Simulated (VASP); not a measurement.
## Ta2N: single point with PBE

The system is Ta2N.

```xyz
3
Lattice="3.1011 0.0000 0.0000 -1.5506 2.6857 0.0000 0.0000 0.0000 4.8819" Properties=species:S:1:pos:R:3 pbc="T T T"
Ta    1.5506    0.9552    3.7166
Ta    0.0000    1.8504    1.3254
N     0.0000    0.0000    0.0000
```

This cell differs from its parent crystal: all Ta atoms moved -0.100 Å, as atom 1 towards its neighbour atom 2 (Ta) at 2.987 Å.

```
Program             : VASP 6.6.1
Task                : single point
Functional          : PBE
Potentials or basis : VASP PAW PBE potentials, release 64 (Ta_pv, N)
Cutoff              : 520 eV
k mesh              : 18 × 18 × 10
Occupations         : gaussian, width 0.15 eV
Spin                : no spin polarisation
```

```
Pressure      : 1.4 GPa
Largest force : 1.446 eV/Å
```

Forces in eV/Å, atoms in the order of the input:
```
Ta   0.000 -0.493 -0.715
Ta   0.000 -0.307 -0.490
N    0.000  0.801  1.204
```

Stress tensor (GPa, compression positive):
```
0.73 0.00 0.00
0.00 2.41 0.74
0.00 0.74 0.99
```

Levels at points of the mesh, in eV from the Fermi level:
```tsv
k point	band 9	band 10	band 11	band 12	band 13	band 14	band 15	band 16	band 17	band 18
(0.00, 0.00, 0.00)	-6.05	-6.04	-4.96	-0.86	-0.28	-0.20	0.27	0.34	0.60	1.22
(0.50, 0.00, 0.00)	-6.56	-6.36	-4.50	-2.59	-1.33	1.71	1.91	3.72	4.06	4.19
(0.00, 0.50, 0.00)	-6.51	-6.32	-4.54	-2.61	-1.36	1.70	1.94	3.63	4.04	4.26
(0.00, 0.00, 0.50)	-6.22	-6.21	-3.05	-2.54	-1.07	-1.06	1.69	1.86	2.32	2.33
(0.50, 0.00, 0.50)	-6.70	-6.10	-3.28	-2.15	-2.09	-0.27	0.78	3.34	3.59	4.09
(0.00, 0.50, 0.50)	-6.66	-6.06	-3.29	-2.15	-2.07	-0.32	0.76	3.36	3.51	4.07
```

It took 17 min on 1 thread of Oxide Virtual Turin-like Processor (shared host), peak memory 0.63 GiB.

Caveat: the cell differs from its parent crystal (all Ta atoms moved -0.100 Å, as atom 1 towards its neighbour atom 2 (Ta) at 2.987 Å); spin-orbit coupling is left out, which moves the levels of the heavy elements; forces of over 1 eV/Å act on the atoms, so gaps and moduli don't describe the material at rest.
